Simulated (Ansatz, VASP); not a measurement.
**Al2O3 in VASP and in Ansatz**

INCAR

```
SYSTEM = Al2O3
PREC     = Accurate       ! precision mode
ENCUT    = 600            ! plane-wave cutoff, eV
EDIFF    = 1E-6           ! SCF threshold, eV
ISMEAR   = -1             ! smearing method
SIGMA    = 0.05           ! smearing width, eV
LREAL    = .False.        ! projectors in reciprocal space
LASPH    = .True.         ! aspherical terms in the spheres
NELM     = 60             ! most SCF steps
ALGO     = Normal         ! electronic algorithm
ISIF     = 3              ! what is computed and relaxed
LWAVE    = .False.        ! write WAVECAR
LCHARG   = .False.        ! write CHGCAR
GGA      = PS             ! functional
IVDW     = 12             ! dispersion correction
IBRION   = 2              ! ionic algorithm
NSW      = 60             ! ionic steps
EDIFFG   = -0.01          ! ionic threshold
```

KPOINTS

```
regular mesh
0
Gamma
  7 7 7
  0 0 0
```

Contents of POSCAR:

```
Al2O3
1.0
    2.3802500000      1.3742379782      4.3318666667
   -2.3802500000      1.3742379782      4.3318666667
    0.0000000000     -2.7484759565      4.3318666667
Al O
4 6
Direct
    0.8521600000      0.8521600000      0.8521600000
    0.6478400000      0.6478400000      0.6478400000
    0.1478400000      0.1478400000      0.1478400000
    0.3521600000      0.3521600000      0.3521600000
    0.0566800000      0.7500000000      0.4433200000
    0.7500000000      0.4433200000      0.0566800000
    0.4433200000      0.0566800000      0.7500000000
    0.9433200000      0.2500000000      0.5566800000
    0.2500000000      0.5566800000      0.9433200000
    0.5566800000      0.9433200000      0.2500000000
```

input.yaml

```yaml
crystal:
  lattice:
    - [2.38025, 1.3742379782, 4.3318666667]
    - [-2.38025, 1.3742379782, 4.3318666667]
    - [0.0, -2.7484759565, 4.3318666667]
  atoms:
    - { symbol: Al, position: [0.85216, 0.85216, 0.85216] }
    - { symbol: Al, position: [0.64784, 0.64784, 0.64784] }
    - { symbol: Al, position: [0.14784, 0.14784, 0.14784] }
    - { symbol: Al, position: [0.35216, 0.35216, 0.35216] }
    - { symbol: O, position: [0.05668, 0.75, 0.44332] }
    - { symbol: O, position: [0.75, 0.44332, 0.05668] }
    - { symbol: O, position: [0.44332, 0.05668, 0.75] }
    - { symbol: O, position: [0.94332, 0.25, 0.55668] }
    - { symbol: O, position: [0.25, 0.55668, 0.94332] }
    - { symbol: O, position: [0.55668, 0.94332, 0.25] }
hamiltonian:
  xc: pbesol
  pseudopotentials: { kind: paw }
  dispersion: d3bj
kpoints:
  mp_grid: { grid: [7, 7, 7] }
scf:
  occupations: { method: fermi_dirac, width: 0.05 }
output:
  forces: true
  stress: true
relax:
  f_tol: 0.01
  max_steps: 40
  cell: { stress_tol: 0.05 }
```

Alike in both runs: task relaxation of cell and atoms; functional PBEsol; dispersion D3(BJ); k mesh 7 × 7 × 7; occupations fermi-dirac, width 0.05 eV; no spin polarisation.

|  | VASP | Ansatz |
| --- | --- | --- |
| version | VASP 6.6.1 | Ansatz 0.2.0 |
| potentials or method | VASP PAW PBE potentials, release 64 (Al, O) | Ansatz PAW |
| plane-wave cutoff (eV) | 600 | 420 |
| valence electrons in the cell | 48 | 48 |

```tsv
	VASP	Ansatz	Ansatz less VASP
relaxed volume (Å³/atom)	8.42	8.43	+0.009
relaxed length of the cell vector where the two differ most in proportion (Å)	5.111	5.113	+0.0020
```

VASP's potentials were made for PBE, not for PBEsol.

Noted on Ansatz's run: odd divisions of the mesh miss points on the zone boundary, where band edges often lie, so the gap on the mesh can be too wide; the plane-wave basis is chosen anew once the cell has moved, so the energies of steps on either side of that aren't comparable.
